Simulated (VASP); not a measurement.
# P (Imma) in VASP: further runs

P is run at these levels: LDA; tasks: single point.

Everything below comes from runs of VASP 6.6.1. Logs are shortened: lines on timing, memory, paths and dates and some standing lists are left out, and cuts for length are marked.

### Step 1. The cell of the first run

Symmetry: Imma, No. 74, orthorhombic system. The conventional cell has a = 3.571 Å, b = 5.310 Å, c = 3.336 Å, α = 90.00°, β = 90.00°, γ = 90.00°. P (site symmetry mm2) has 6 P at 2.22 to 2.70 Å within 2.9 Å.

### Step 2. Single point, LDA

The input, INCAR:

```
SYSTEM = P
  PREC = Accurate
  ENCUT = 520
  EDIFF = 1E-6
  ISMEAR = 0
  SIGMA = 0.15
  LREAL = .False.
  LASPH = .True.
  NELM = 80
  ALGO = Normal
  ISIF = 2
  LWAVE = .False.
  LCHARG = .True.
  LELF = .True.
  LVHAR = .True.
  NBANDS = 12
```

The input, KPOINTS:

```
regular mesh
0
Gamma
  20 20 20
  0 0 0
```

The input, POSCAR:

```
P
1.0
   -1.7856716574      2.6551772123      1.6680623855
    1.7856716574     -2.6551772123      1.6680623855
    1.7856716574      2.6551772123     -1.6680623855
P
2
Direct
    0.8033091100      0.0533091100      0.7500000000
    0.1966908900      0.9466908900      0.2500000000
```

Potentials or basis: VASP PAW LDA potentials, release 64 (P).

Started as:

```
$ cat potpaw_LDA.64/P/POTCAR > POTCAR
$ mpirun -np 1 vasp_std > vasp.out
```

OUTCAR:

```text
SYSTEM = P
   PREC = Accurate
   ENCUT = 520
   EDIFF = 1E-6
   ISMEAR = 0
   LREAL = .False.
   LASPH = .True.
   NELM = 80
   ISIF = 2

 ion  position               nearest neighbor table
   1  0.803  0.053  0.750-   2 2.22   2 2.22   2 2.68   2 2.68   2 2.70   2 2.70
   2  0.197  0.947  0.250-   1 2.22   1 2.22   1 2.68   1 2.68   1 2.70   1 2.70

  LATTYP: Found a body centered orthorhombic cell.
 ALAT       =     3.3361247710
 B/A-ratio  =     1.0705065188
 C/A-ratio  =     1.5917733266

  Lattice vectors:

 A1 = (   1.7856716574,   2.6551772123,  -1.6680623855)
 A2 = (  -1.7856716574,   2.6551772123,   1.6680623855)
 A3 = (   1.7856716574,  -2.6551772123,   1.6680623855)

Analysis of symmetry for initial positions (statically):
=====================================================================
 Subroutine PRICEL returns:
 Original cell was already a primitive cell.

 Routine SETGRP: Setting up the symmetry group for a
 body centered orthorhombic supercell.

 Subroutine GETGRP returns: Found  8 space group operations
 (whereof  4 operations were pure point group operations)
 out of a pool of  8 trial point group operations.

The static configuration has the point symmetry C_2h.
 The point group associated with its full space group is D_2h.

Analysis of symmetry for dynamics (positions and initial velocities):
=====================================================================
 Subroutine PRICEL returns:
 Original cell was already a primitive cell.

 Routine SETGRP: Setting up the symmetry group for a
 body centered orthorhombic supercell.

 Subroutine GETGRP returns: Found  8 space group operations
 (whereof  4 operations were pure point group operations)
 out of a pool of  8 trial point group operations.

The dynamic configuration has the point symmetry C_2h.
 The point group associated with its full space group is D_2h.

 Subroutine INISYM returns: Found  8 space group operations
 (whereof  4 operations are pure point group operations),
 and found     1 'primitive' translations

----------------------------------------------------------------------------------------

                                     Primitive cell

  volume of cell :      31.6350

  direct lattice vectors                    reciprocal lattice vectors
    -1.785671657  2.655177212  1.668062386     0.000000000  0.188311348  0.299748981
     1.785671657 -2.655177212  1.668062386     0.280006684  0.000000000  0.299748981
     1.785671657  2.655177212 -1.668062386     0.280006684  0.188311348  0.000000000

  length of vectors
     3.608465244  3.608465244  3.608465244     0.353992394  0.410186780  0.337438746

  position of ions in fractional coordinates (direct lattice)
     0.803309110  0.053309110  0.750000000
     0.196690890  0.946690890  0.250000000

  ion indices of the primitive-cell ions
   primitive index   ion index
                 1           1
                 2           2

----------------------------------------------------------------------------------------

 KPOINTS: regular mesh

Automatic generation of k-mesh.
 Grid dimensions read from file:
 generate k-points for:   20   20   20

 Generating k-lattice:

  Cartesian coordinates                     Fractional coordinates (reciprocal lattice)
     0.000000000  0.009415567  0.014987449     0.050000000 -0.000000000  0.000000000
     0.014000334  0.000000000  0.014987449    -0.000000000  0.050000000  0.000000000
     0.014000334  0.009415567  0.000000000     0.000000000  0.000000000  0.050000000

  Length of vectors
     0.017699620  0.020509339  0.016871937

  Shift w.r.t. Gamma in fractional coordinates (k-lattice)
     0.000000000  0.000000000  0.000000000

 Subroutine IBZKPT returns following result:
 ===========================================

 Found   1166 irreducible k-points:

 Following reciprocal coordinates:
            Coordinates               Weight
  0.000000  0.000000  0.000000      1.000000
  0.050000  0.000000 -0.000000      4.000000
  0.100000  0.000000  0.000000      4.000000
  0.150000 -0.000000  0.000000      4.000000
  0.200000  0.000000  0.000000      4.000000
  0.250000 -0.000000  0.000000      4.000000
[... 16 lines left out ...]
 -0.450000  0.050000  0.000000      8.000000
 -0.400000  0.050000 -0.000000      8.000000
 [... further k-points ...]
   k-points           NKPTS =   1166   k-points in BZ     NKDIM =   1166   number of bands    NBANDS=     12
   number of dos      NEDOS =    301   number of ions     NIONS =      2
   total plane-waves  NPLWV =  21952
   dimension x,y,z NGX =    28 NGY =   28 NGZ =   28
   dimension x,y,z NGXF=    56 NGYF=   56 NGZF=   56
   ions per type =               2
   NGX,Y,Z   is equivalent  to a cutoff of  12.90, 12.90, 12.90 a.u.
   NGXF,Y,Z  is equivalent  to a cutoff of  25.80, 25.80, 25.80 a.u.
 SYSTEM =  P
   PREC   = accura    normal or accurate (medium, high low for compatibility)
   ISTART =      0    job   : 0-new  1-cont  2-samecut
   ICHARG =      2    charge: 1-file 2-atom 10-const
   ISPIN  =      1    spin polarized calculation?
   LNONCOLLINEAR =      F non collinear calculations
   LSORBIT =      F    spin-orbit coupling
   LASPH  =      T    aspherical Exc in radial PAW
   ENCUT  =  520.0 eV  38.22 Ry    6.18 a.u.   6.71  6.71  6.71*2*pi/ulx,y,z
   NELM   =     80;   NELMIN=  2; NELMDL= -5     # of ELM steps
   EDIFF  = 0.1E-05   stopping-criterion for ELM
   LREAL  =      F    real-space projection
[... 7 lines left out ...]
   TEBEG  =    0.0;   TEEND  =   0.0 temperature during run
   PSTRESS=    0.0 pullay stress
   NELECT =      10.0000    total number of electrons
   NUPDOWN=      -1.0000    fix difference up-down
   EMIN   =  10.00;   EMAX   =-10.00  energy-range for DOS
   EFERMI =   0.00;   METHOD = LEGACY
   ISMEAR =     0;   SIGMA  =   0.15  broadening in eV -4-tet -1-fermi 0-gaus
   EFERMI_NEDOS =   21; number of points for ismear=-14 and -15
   IALGO  =     38    algorithm
   IMIX   =      4    mixing-type and parameters
     AMIX     =   0.40;   BMIX     =  1.00
     AMIX_MAG =   1.60;   BMIX_MAG =  1.00
  volume/ion in A,a.u.               =      15.82       106.74
  Fermi-wavevector in a.u.,A,eV,Ry     =   1.115199  2.107421 16.921141  1.243669
  Thomas-Fermi vector in A             =   2.251801
   LORBIT       =      0    0 simple, 1 ext, 2 COOP (PROOUT), +10 PAW based schemes
   GGA     = CA    functional components
   LHFCALC =     F    Hartree Fock is set to
   AEXX    =    0.0000 exact exchange contribution
   IVDW    =     0    specifies the selected vdW correction
   LEPSILON=     F    determine dielectric tensor
   LRPA    =     F    only Hartree local field effects (RPA)
 non-spin polarized calculation
 Gauss-broadening in eV      SIGMA  =   0.15
  energy-cutoff  :      520.00
  volume of cell :       31.63
 maximum number of plane-waves:       865
   NGX = 13   NGY = 13   NGZ = 13

 number of electron      10.0000000 magnetization

 number of electron       9.9999999 magnetization

 Free energy of the ion-electron system (eV)
  ---------------------------------------------------
  ext. energy  EPLUGINS =         0.00000000
  ---------------------------------------------------
  free energy    TOTEN  =       -11.82870151 eV

  energy without entropy =      -11.82393427  energy(sigma->0) =      -11.82631789

 E-fermi :   8.4465     XC(G=0): -11.0035

 val. band max:        8.4404074528   @ k =   0.1500   0.1000   0.0000
 cond. band min:       8.4494836138   @ k =  -0.1500  -0.1000   0.0500
 fundamental gap:      0.0090761611
 Fermi energy:         8.4464754430

 k-point     1 :       0.0000    0.0000    0.0000
  band No.  band energies     occupation
      1      -7.4522      2.00000
      2       4.5899      2.00000
      3       5.9549      2.00000
      4       6.7231      2.00000
      5       7.6549      2.00000
      6      10.0320      0.00000
      7      10.8324      0.00000
      8      13.0095      0.00000
      9      14.4847      0.00000
     10      14.7943      0.00000
     11      15.5171      0.00000
     12      15.9687      0.00000

 k-point     2 :       0.0500    0.0000   -0.0000
  band No.  band energies     occupation
      1      -7.4125      2.00000
      2       4.5930      2.00000
      3       5.4803      2.00000
      4       6.9391      2.00000
      5       7.7045      2.00000
      6       9.9889      0.00000
      7      10.8929      0.00000
      8      13.0751      0.00000
      9      14.0504      0.00000
     10      14.6622      0.00000
     11      15.5919      0.00000
     12      16.0421      0.00000

 k-point     3 :       0.1000    0.0000    0.0000
  band No.  band energies     occupation
      1      -7.2934      2.00000
      2       4.6033      2.00000
      3       4.6281      2.00000
      4       7.0557      2.00000
      5       7.8405      2.00000
      6       9.8558      0.00000
      7      11.0468      0.00000
      8      13.0855      0.00000
      9      13.4358      0.00000
     10      14.4842      0.00000
     11      15.5104      0.00000
     12      16.5391      0.00000
[... 286 lines left out ...]
 k-point    23 :      -0.4500    0.0500    0.0000
  band No.  band energies     occupation
      1      -4.9737      2.00000
      2      -1.1866      2.00000
      3       4.5589      2.00000
      4       6.7301      2.00000
      5       7.1892      2.00000
      6       8.6699      0.03520
      7       9.0526      0.00000
      8      10.8154      0.00000
      9      16.6252      0.00000
     10      18.5001      0.00000
     11      19.2506      0.00000
     12      21.0908      0.00000

 k-point    24 :      -0.4000    0.0500   -0.0000
  band No.  band energies     occupation
      1      -5.4470      2.00000
      2      -0.4199      2.00000
      3       4.4703      2.00000
      4       6.9327      2.00000
      5       7.1558      2.00000
      6       8.7841      0.00146
      7       9.3391      0.00000
      8      11.1013      0.00000
      9      15.8293      0.00000
     10      17.6419      0.00000
     11      18.3584      0.00000
     12      21.7129      0.00000

 [... further k-points ...]

------------------------ aborting loop because EDIFF is reached ----------------------------------------

  FORCE on cell =-STRESS in cart. coord.  units (eV):
  Direction    XX          YY          ZZ          XY          YZ          ZX
  --------------------------------------------------------------------------------------
  -------------------------------------------------------------------------------------
  Total       -1.0409268     -3.2882897      2.5549835      0.0000000      0.0000000      0.0000000
  in kB      -52.7185379   -166.5379670    129.3991077      0.0000000      0.0000000      0.0000000
  external PRESSURE =     -29.9524657 kB  Pullay stress =       0.0000000 kB

 VOLUME and BASIS-vectors are now :
 -----------------------------------------------------------------------------
  energy-cutoff  :      520.00
  volume of cell :       31.63
      direct lattice vectors                 reciprocal lattice vectors
    -1.785671657  2.655177212  1.668062386     0.000000000  0.188311348  0.299748981
     1.785671657 -2.655177212  1.668062386     0.280006684  0.000000000  0.299748981
     1.785671657  2.655177212 -1.668062386     0.280006684  0.188311348  0.000000000

 POSITION                                       TOTAL-FORCE (eV/Angst)
 -----------------------------------------------------------------------------------
      0.00000      3.98277      0.17785        -0.000000      0.000000     -0.871054
      1.78567     -1.32759      1.49022         0.000000     -0.000000      0.871054
 -----------------------------------------------------------------------------------
    total drift:                                0.000000     -0.000000     -0.000000

  FREE ENERGIE OF THE ION-ELECTRON SYSTEM (eV)
  ---------------------------------------------------
  free  energy   TOTEN  =       -11.8287015107 eV

  energy  without entropy=      -11.8239342703  energy(sigma->0) =      -11.82631789
```

Run time: 3.6 min. Hardware: 1 thread of Intel Xeon Platinum 8488C (Sapphire Rapids), shared host; peak memory 0.41 GiB.

What came out:

| Item | Value |
| --- | --- |
| Free energy | -11.8287 eV |
| Pressure | -3.0 GPa |
| Largest force | 0.871 eV/Å |
| Band gap on the k mesh | zero (bands 5 and 6 overlap by 1.13 eV) |

Forces on the atoms (eV/Å):
```
P    0.000  0.000 -0.871
P    0.000  0.000  0.871
```

Stress tensor (GPa, compression positive):
```
 -5.27   0.00   0.00
  0.00 -16.65   0.00
  0.00   0.00  12.94
```

Caveat: the stress differs along the axes, from -17 to 13 GPa.

### Step 3. Single point, LDA

The input, INCAR:

```
SYSTEM = P
PREC = Accurate ; ENCUT = 520
EDIFF = 1E-6 ; ISMEAR = 0
SIGMA = 0.15 ; LREAL = .False.
LASPH = .True. ; NELM = 80
ALGO = Normal ; ISIF = 2
LWAVE = .False. ; LCHARG = .False.
NBANDS = 12
```

The input, KPOINTS:

```
Automatic mesh
0
Gamma
  20 20 20
  0 0 0
```

The input, POSCAR:

```
P
1.0
   -1.5917718938      2.3668609187      2.0992000890
    1.5917718938     -2.3668609187      2.0992000890
    1.5917718938      2.3668609187     -2.0992000890
P
2
Direct
    0.8033091100      0.0533091100      0.7500000000
    0.1966908900      0.9466908900      0.2500000000
```

Potentials or basis: VASP PAW LDA potentials, release 64 (P).

Started as:

```
$ cat potpaw_LDA.64/P/POTCAR > POTCAR
$ mpirun -np 1 vasp_std > vasp.out
```

Wall time 3.5 min (1 thread of Intel Xeon Platinum 8488C (Sapphire Rapids), shared host); peak memory 0.41 GiB.

Results (log left out):

- Free energy: -11.8701 eV
- Pressure: -0.9 GPa
- Largest force: 0.629 eV/Å
- Band gap on the k mesh: zero (bands 5 and 6 overlap by 2.14 eV)

Forces in eV/Å, atoms in the order of the input:
```
P    0.000  0.000  0.629
P    0.000  0.000 -0.629
```

Stress tensor (GPa, compression positive):
```
  2.62   0.00   0.00
  0.00   6.60   0.00
  0.00   0.00 -12.06
```

Levels at points of the mesh, in eV from the Fermi level:
| k point | band 1 | band 2 | band 3 | band 4 | band 5 | band 6 | band 7 | band 8 | band 9 | band 10 |
| --- | --- | --- | --- | --- | --- | --- | --- | --- | --- | --- |
| (0.00, 0.00, 0.00) | -16.17 | -3.61 | -3.42 | -3.27 | -0.67 | 1.14 | 3.20 | 3.69 | 6.76 | 7.53 |
| (0.50, 0.00, 0.00) | -13.87 | -11.25 | -1.87 | -1.73 | -0.66 | 1.41 | 1.87 | 2.22 | 6.33 | 8.53 |
| (0.00, 0.50, 0.00) | -12.41 | -9.57 | -5.55 | -5.34 | -4.45 | 0.79 | 3.99 | 6.41 | 8.89 | 8.98 |
| (0.50, 0.50, 0.00) | -11.63 | -11.63 | -4.08 | -4.08 | -0.92 | -0.92 | 1.30 | 1.30 | 10.18 | 10.18 |
| (0.50, 0.50, 0.50) | -12.05 | -9.46 | -8.26 | -5.86 | -3.43 | 1.32 | 6.42 | 8.96 | 9.82 | 10.46 |

Caveat: the stress differs along the axes, from -12 to 7 GPa.

### Step 4. Single point, LDA

The input, INCAR:

```
ALGO = Normal ; EDIFF = 1E-7
ENCUT = 520 ; GGA = CA
ISIF = 2 ; ISMEAR = 0
LASPH = True ; LCHARG = False
LREAL = False ; LWAVE = False
NBANDS = 12 ; NELM = 80
PREC = Accurate ; SIGMA = 0.15
```

The input, KPOINTS:

```
k-points
0
Gamma
  20 20 20
```

The input, POSCAR:

```
P
1.0
   -1.7391830931      2.5860517513      1.7584292137
    1.7391830931     -2.5860517513      1.7584292137
    1.7391830931      2.5860517513     -1.7584292137
P
2
Direct
    0.8033091100      0.0533091100      0.7500000000
    0.1966908900      0.9466908900      0.2500000000
```

Started as:

```
$ cat potpaw_LDA.64/P/POTCAR > POTCAR
$ mpirun -np 1 vasp_std > vasp.out
```

Run time: 3.7 min. Hardware: 1 thread of Intel Xeon Platinum 8488C (Sapphire Rapids), shared host; peak memory 0.42 GiB.

Results (log left out):

```yaml
Free_energy: -12.0252 eV
Pressure: -2.9 GPa
Largest_force: 0.672 eV/Å
Band_gap_on_the_k_mesh: zero (bands 5 and 6 overlap by 1.22 eV)
```

Forces in eV/Å, atoms in the order of the input:
```
P    0.000  0.000 -0.672
P    0.000  0.000  0.672
```

Stress tensor (GPa, compression positive):
```
 -3.75   0.00   0.00
  0.00 -10.92   0.00
  0.00   0.00   5.84
```

Levels at points of the mesh, in eV from the Fermi level:
```
           k point  band 1  band 2  band 3  band 4  band 5  band 6  band 7  band 8  band 9  band 10
(0.00, 0.00, 0.00)  -16.11   -3.37   -2.63   -2.45   -1.39    1.65    2.24    4.85    5.07     6.52
(0.50, 0.00, 0.00)  -13.41  -10.68   -3.39   -1.80   -1.26    0.09    0.63    1.80    9.66    10.50
(0.00, 0.50, 0.00)  -11.94   -9.94   -6.48   -5.51   -4.65    0.52    6.54    7.99    9.33     9.80
(0.50, 0.50, 0.00)  -12.22  -12.22   -2.71   -2.71   -0.16   -0.16    1.20    1.20   10.96    10.96
(0.50, 0.50, 0.50)  -13.02   -8.16   -6.94   -5.42   -4.40    0.17    7.15    8.33    8.46     9.28
```

Caveat: the stress differs along the axes, from -11 to 6 GPa.

### Step 5. Single point, LDA

The input, INCAR:

```
SYSTEM = P
ALGO = Normal ; EDIFF = 1E-6
ENCUT = 520 ; ISIF = 2
ISMEAR = 0 ; LASPH = .TRUE.
LCHARG = .FALSE. ; LREAL = .FALSE.
LWAVE = .FALSE. ; NBANDS = 12
NELM = 80 ; PREC = Accurate
SIGMA = 0.15
```

The input, KPOINTS:

```
k-points
0
G
  20 20 20
  0 0 0
```

The input, POSCAR:

```
P
1.0
   -1.6386153504      2.4365140814      1.9808950291
    1.6386153504     -2.4365140814      1.9808950291
    1.6386153504      2.4365140814     -1.9808950291
P
2
Direct
    0.8033091100      0.0533091100      0.7500000000
    0.1966908900      0.9466908900      0.2500000000
```

Started as:

```
$ cat potpaw_LDA.64/P/POTCAR > POTCAR
$ mpirun -np 1 vasp_std > vasp.out
```

It took 3.4 min on 1 thread of Intel Xeon Platinum 8488C (Sapphire Rapids), shared host; peak memory 0.41 GiB.

It converged, with:

- Free energy: -12.0259 eV
- Pressure: -1.5 GPa
- Largest force: 0.188 eV/Å
- Band gap on the k mesh: zero (bands 5 and 6 overlap by 1.13 eV)

Forces on the atoms (eV/Å):
```
P    0.000  0.000  0.188
P    0.000  0.000 -0.188
```

Stress tensor (GPa, compression positive):
```
-0.02  0.00  0.00
 0.00  3.91  0.00
 0.00  0.00 -8.36
```

Levels at points of the mesh, in eV from the Fermi level:
```csv
k point,band 3,band 4,band 5,band 6,band 7,band 8
"(0.00, 0.00, 0.00)",-3.27,-2.81,-1.76,1.30,3.05,3.56
"(0.50, 0.00, 0.00)",-2.51,-1.65,-1.25,0.97,1.34,2.09
"(0.00, 0.50, 0.00)",-6.02,-5.27,-4.94,0.52,5.35,7.47
"(0.50, 0.50, 0.00)",-3.77,-3.77,-0.48,-0.48,0.58,0.58
"(0.50, 0.50, 0.50)",-8.36,-5.68,-4.27,0.63,6.38,8.69
```

Caveat: the stress differs along the axes, from -8 to 4 GPa.

### Step 6. Summary

```csv
cell,gap on the mesh (eV),pressure (GPa),largest force (eV/Å)
"a = 3.608 Å, angles 120.7, 85.2, 124.9°, 2 atoms",none,-3.0,0.87
"a = 3.542 Å, angles 126.6, 96.1, 107.3°, 2 atoms",none,-0.9,0.63
"a = 3.578 Å, angles 121.8, 87.4, 121.1°, 2 atoms",none,-2.9,0.67
"a = 3.542 Å, angles 124.9, 93.1, 112.0°, 2 atoms",none,-1.5,0.19
```

Alike in all rows: task single point; level LDA; potentials or basis VASP PAW LDA potentials, release 64 (P); no spin polarisation; k mesh 20 × 20 × 20; cutoff (eV) 520; smearing gaussian 0.15 eV.

Caveats: the stress differs along the axes, from -17 to 13 GPa (at least some runs); the stress differs along the axes, from -12 to 7 GPa (at least some runs); the stress differs along the axes, from -11 to 6 GPa (at least some runs); the stress differs along the axes, from -8 to 4 GPa (at least some runs).

Total energies depend on the potentials used, so only differences within one code and one set of settings carry meaning.
